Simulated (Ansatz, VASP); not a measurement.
## One calculation of Br, two programs

The input INCAR:

```
  ALGO = Normal
  EDIFF = 1E-6
  ENCUT = 500
  GGA = PE
  GGA_COMPAT = False
  ISIF = 2
  ISMEAR = 1
  LASPH = True
  LCHARG = True
  LELF = True
  LREAL = False
  LVHAR = True
  LWAVE = False
  NBANDS = 10
  NELM = 120
  PREC = Accurate
  SIGMA = 0.4
```

File KPOINTS:

```
k-points
0
Gamma
  4 4 4
```

Contents of POSCAR:

```
Br
1.0
   -1.2867684050      1.7199972000      3.5779911600
    1.2867684050     -1.7199972000      3.5779911600
    1.2867684050      1.7199972000     -3.5779911600
Br
1
Direct
    0.0000000000      0.0000000000      0.0000000000
```

Input for Ansatz:

```yaml
crystal:
  lattice:
    - [-1.286768405, 1.7199972, 3.57799116]
    - [1.286768405, -1.7199972, 3.57799116]
    - [1.286768405, 1.7199972, -3.57799116]
  atoms:
    - { symbol: Br, position: [0.0, 0.0, 0.0] }
basis:
  ecutwfc: 420
  ecutrho_ratio: 6
kpoints:
  mp_grid: { grid: [4, 4, 4] }
hamiltonian:
  xc: pbe
scf:
  occupations: { method: methfessel_paxton, width: 0.4 }
  mixing: { algorithm: anderson }
  max_iter: 78
output:
  forces: true
  stress: true
  eigenvalues: true
```

Alike in both runs: task single point; functional PBE; k mesh 4 × 4 × 4; occupations methfessel-paxton of order 1, width 0.4 eV; no spin polarisation.

```csv
,VASP,Ansatz
version,VASP 6.6.1,Ansatz 0.2.0
potentials or method,"VASP PAW PBE potentials, release 64 (Br), cutoff 500 eV","scalar-relativistic, plane waves, PAW"
valence electrons in the cell,7,7
```

|  | VASP | Ansatz | Ansatz less VASP |
| --- | --- | --- | --- |
| gap on the k mesh at the Fermi level (eV) | none | none | - |
| pressure (GPa) | 3.6 | 3.6 | 0.00 |
| traceless stress, the component that is largest in VASP (GPa) | 7.23 | 7.22 | -0.009 |

A gap of «none» marks a metal or a gap that the smearing closes.

The k mesh is coarse, so the values compare programs but aren't converged.
